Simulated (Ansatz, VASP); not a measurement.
**Si2Ni: VASP beside Ansatz**

The input INCAR:

```
PREC = Accurate ; ENCUT = 520
EDIFF = 1E-6 ; ISMEAR = 0
SIGMA = 0.15 ; LREAL = False
LASPH = True ; NELM = 100
ALGO = Normal ; ISIF = 2
LWAVE = False ; LCHARG = False
GGA = PE ; NBANDS = 16
```

The input KPOINTS:

```
regular mesh
0
Gamma
  16 16 16
```

The input POSCAR:

```
Si2Ni
1.0
    0.0000000000      2.6825617118      2.6825617118
    2.6825617118      0.0000000000      2.6825617118
    2.6825617118      2.6825617118      0.0000000000
Si Ni
2 1
Direct
    0.2500000000      0.2500000000      0.2500000000
    0.7500000000      0.7500000000      0.7500000000
    0.0000000000      0.0000000000      0.0000000000
```

Input for Ansatz:

```yaml
crystal:
  lattice:
    - [0.0, 2.6825617118, 2.6825617118]
    - [2.6825617118, 0.0, 2.6825617118]
    - [2.6825617118, 2.6825617118, 0.0]
  atoms:
    - { symbol: Si, position: [0.25, 0.25, 0.25] }
    - { symbol: Si, position: [0.75, 0.75, 0.75] }
    - { symbol: Ni, position: [0.0, 0.0, 0.0] }
basis:
  ecutwfc: 420
kpoints:
  mp_grid: { grid: [16, 16, 16] }
hamiltonian:
  xc: pbe
scf:
  occupations: { method: gaussian, width: 0.15 }
output:
  forces: true
  stress: true
  eigenvalues: true
```

Change from the starting cell: strain -0.015 along x and y, -0.015 along z, atoms carried along.

Alike in both runs: task single point; functional PBE; k mesh 16 × 16 × 16; occupations gaussian, width 0.15 eV; no spin polarisation.

|  | VASP | Ansatz |
| --- | --- | --- |
| version | VASP 6.6.1 | Ansatz 0.2.0 |
| potentials or method | VASP PAW PBE potentials, release 64 (Si, Ni), cutoff 520 eV | scalar-relativistic, plane waves, PAW |
| valence electrons in the cell | 18 | 26 |

```tsv
	VASP	Ansatz	Ansatz less VASP
gap on the k mesh at the Fermi level (eV)	none	none	-
pressure (GPa)	7.0	7.2	+0.15
```

A gap of «none» marks a metal or a gap that the smearing closes. VASP's potentials hold 18 valence electrons a cell and Ansatz's 26, so a difference there can come from the potentials and not from the codes.
